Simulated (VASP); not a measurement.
CoSi16 (a cell with a defect): single point with PBE+D3(BJ)

Crystal: CoSi16 (a cell with a defect).

```
Si Co
1.0
     0.00000    5.43000    5.43000
     5.43000    0.00000    5.43000
     5.43000    5.43000    0.00000
Si Co
16 1
Direct
  0.00757 0.00494 0.98420
  0.12743 0.12496 0.11314
  0.98681 0.98493 0.48696
  0.10847 0.11964 0.60838
  0.00252 0.49810 0.00364
  0.12531 0.62658 0.12308
  0.00510 0.49312 0.50555
  0.13006 0.61225 0.63043
  0.50086 0.99954 0.00111
  0.62478 0.12257 0.12486
  0.48397 0.00486 0.50796
  0.61297 0.12489 0.62772
  0.50359 0.49901 0.00422
  0.62801 0.62474 0.12849
  0.50332 0.49803 0.50298
  0.62276 0.62634 0.62593
  0.83927 0.84490 0.33977
```

```
Program                : VASP 6.6.1
Task                   : single point
Functional             : PBE
Dispersion             : D3(BJ)
Potentials or basis    : VASP PAW PBE potentials, release 64 (Si, Co)
Cutoff                 : 520 eV
k mesh                 : 2 × 2 × 2
Occupations            : gaussian, width 0.05 eV
Spin                   : collinear spin, ferromagnetic start
Starting moments       : [0.0, 0.0, 0.0, 0.0, 0.0, 0.0, 0.0, 0.0, 0.0, 0.0, 0.0, 0.0, 0.0, 0.0, 0.0, 0.0, 1.0] μB
Dipole correction      : no
Further INCAR settings : LREAL = Auto; ALGO = Normal; EDIFF = 1e-06; NBANDS = 54
```

* Pressure: -0.2 GPa
* Largest force: 0.022 eV/Å
* Net moment: 0.48 μB per cell
* Site moments: Si +0.01, +0.00, -0.00; Co +0.32 μB
* Valence electrons inside the program's atomic spheres: Si 1.69, 1.68, 1.67, 1.70; Co 8.48
* Dispersion energy per atom: -0.326 eV

Forces on the atoms (eV/Å):
```
Si  -0.017 -0.011  0.009
Si   0.000  0.000  0.005
Si   0.003  0.001  0.002
Si   0.006  0.010 -0.004
Si  -0.003  0.000  0.001
Si   0.003  0.005 -0.002
Si  -0.012  0.002 -0.010
Si  -0.002  0.004  0.000
Si   0.001 -0.005  0.000
Si   0.008 -0.004  0.000
Si   0.000 -0.008 -0.012
Si   0.005  0.000  0.002
Si  -0.002  0.000 -0.003
Si  -0.003 -0.005 -0.002
Si   0.001 -0.001 -0.004
Si   0.001  0.000  0.007
Co   0.009  0.012  0.013
```

Stress tensor (GPa, compression positive):
```
-0.35  0.69  0.80
 0.69  0.03  0.69
 0.80  0.69 -0.36
```

Levels at points of the mesh, in eV from the Fermi level:
Spin up:
```
           k point  band 33  band 34  band 35  band 36  band 37  band 38  band 39  band 40  band 41  band 42
(0.00, 0.00, 0.00)    -0.49    -0.41    -0.39    -0.06     0.12     0.23     0.57     0.59     0.61     1.01
(0.50, 0.00, 0.00)    -0.97    -0.75    -0.40    -0.39    -0.17     0.80     1.25     1.28     1.39     1.46
(0.00, 0.50, 0.00)    -0.97    -0.74    -0.43    -0.36    -0.12     0.84     1.22     1.28     1.40     1.48
(0.00, 0.00, 0.50)    -0.97    -0.74    -0.40    -0.39    -0.17     0.79     1.25     1.28     1.39     1.46
(0.50, 0.50, 0.50)    -0.91    -0.70    -0.67    -0.06     0.08     0.89     1.06     1.44     1.47     1.74
(0.50, 0.50, 0.00)    -1.03    -0.82    -0.66    -0.55    -0.29     0.84     1.21     2.04     2.10     2.30
(0.00, 0.50, 0.50)    -1.03    -0.82    -0.66    -0.55    -0.29     0.84     1.20     2.04     2.10     2.30
(0.50, 0.00, 0.50)    -1.09    -0.83    -0.67    -0.53    -0.22     0.83     1.21     2.05     2.10     2.30
```
Spin down:
| k point | band 34 | band 35 | band 36 | band 37 | band 38 | band 39 |
| --- | --- | --- | --- | --- | --- | --- |
| (0.00, 0.00, 0.00) | -0.31 | -0.26 | -0.04 | 0.17 | 0.26 | 0.60 |
| (0.50, 0.00, 0.00) | -0.58 | -0.29 | -0.26 | 0.05 | 0.83 | 1.27 |
| (0.00, 0.50, 0.00) | -0.58 | -0.32 | -0.25 | 0.10 | 0.87 | 1.24 |
| (0.00, 0.00, 0.50) | -0.58 | -0.29 | -0.26 | 0.05 | 0.83 | 1.27 |
| (0.50, 0.50, 0.50) | -0.44 | -0.41 | 0.06 | 0.16 | 0.92 | 1.07 |
| (0.50, 0.50, 0.00) | -0.55 | -0.50 | -0.26 | -0.16 | 0.87 | 1.25 |
| (0.00, 0.50, 0.50) | -0.56 | -0.50 | -0.26 | -0.16 | 0.87 | 1.25 |
| (0.50, 0.00, 0.50) | -0.56 | -0.52 | -0.23 | -0.11 | 0.86 | 1.26 |

Run time: 13 min on 1 thread of Intel Xeon 6975P-C, on a shared host, peak memory 0.73 GiB.

Caveat: the k points lie up to 0.50 Å⁻¹ apart.
